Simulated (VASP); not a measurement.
Here is a VASP 6.6.1 calculation.

Contents of INCAR:

```
SYSTEM = Na2S
PREC     = Accurate       ! precision mode
ENCUT    = 500            ! plane-wave cutoff, eV
EDIFF    = 1E-7           ! SCF threshold, eV
ISMEAR   = 0              ! smearing method
SIGMA    = 0.01           ! smearing width, eV
LREAL    = .False.        ! projectors in reciprocal space
LASPH    = .True.         ! aspherical terms in the spheres
NELM     = 120            ! most SCF steps
ALGO     = Normal         ! electronic algorithm
ISIF     = 3              ! what is computed and relaxed
LWAVE    = .False.        ! write WAVECAR
LCHARG   = .False.        ! write CHGCAR
GGA      = PS             ! functional
IBRION   = 2              ! ionic algorithm
NSW      = 100            ! ionic steps
EDIFFG   = -0.002         ! ionic threshold
PSTRESS  = -20.0        
GGA_COMPAT= .False.      
NELMIN   = 4
```

KPOINTS

```
regular mesh
0
Gamma
  6 6 6
  0 0 0
```

The input POSCAR:

```
Na2S
1.0
    3.2506226757      3.2506226757      0.0000000000
   -3.2506226757      3.2506226757      0.0000000000
    0.0000000000      3.2506226757      3.2506226757
Na S
2 1
Direct
    0.2500000000      0.7500000000      0.5000000000
    0.7500000000      0.2500000000      0.5000000000
    0.0000000000      0.0000000000      0.0000000000
```

Potentials or basis: VASP PAW PBE potentials, release 64 (Na_pv, S).

Run with:

```console
$ cat potpaw_PBE.64/Na_pv/POTCAR potpaw_PBE.64/S/POTCAR > POTCAR
$ mpirun -np 1 vasp_std > vasp.out
```

Task: What does it give for the space group after relaxing (to 0.05 Å)?

Result: Fm-3m (No. 225).

Task: Predict the relaxed cell.

Result: a = 4.721 Å, b = 4.721 Å, c = 4.721 Å, α = 60.00°, β = 60.00°, γ = 90.00°.

Step by step:
| step | energy change (eV) | largest force (eV/Å) | pressure (GPa) | volume (Å³) |
| --- | --- | --- | --- | --- |
| 1 | 0.0000 | 0.0000 | 0.05 | 68.70 |
| 2 | 0.0102 | 0.0000 | -1.12 | 71.65 |
| 3 | 0.0411 | 0.0000 | -2.09 | 74.69 |
| 4 | 0.0374 | 0.0000 | -2.01 | 74.40 |

Caveat: the cell is relaxed towards a set pressure, so the enthalpy falls and the energy may rise; the PAW data sets were made with another functional, which shifts forces and pressure a little. Zero-point motion and thermal expansion aren't in these numbers.
